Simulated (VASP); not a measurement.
Here is a VASP 6.6.1 calculation.

File INCAR:

```
SYSTEM = Lu
PREC = Accurate ; ENCUT = 520
EDIFF = 1E-6 ; ISMEAR = -1
SIGMA = 0.05 ; LREAL = .FALSE.
LASPH = .TRUE. ; NELM = 80
ALGO = Normal ; ISIF = 2
LWAVE = .FALSE. ; LCHARG = .FALSE.
GGA = PE ; NBANDS = 18
```

Contents of KPOINTS:

```
Automatic mesh
0
G
  17 17 17
  0 0 0
```

POSCAR

```
Lu
1.0
    0.0000000000      1.9349379062      1.9349379062
    1.9349379062      0.0000000000      1.9349379062
    1.9349379062      1.9349379062      0.0000000000
Lu
1
Direct
    0.0000000000      0.0000000000      0.0000000000
```

Potentials or basis: VASP PAW PBE potentials, release 64 (Lu).

The run is started by

```sh
$ cat potpaw_PBE.64/Lu/POTCAR > POTCAR
$ mpirun -np 1 vasp_std > vasp.out
```

(1) Estimate the band gap on the k mesh.

(2) What does it give for the pressure?

Results:

(1) zero (an odd number of electrons rules out a gap without spin polarisation).

(2) 101.5 GPa.

Caveat: the cell stands under pressure; spin-orbit coupling is left out, which moves the levels of the heavy elements.
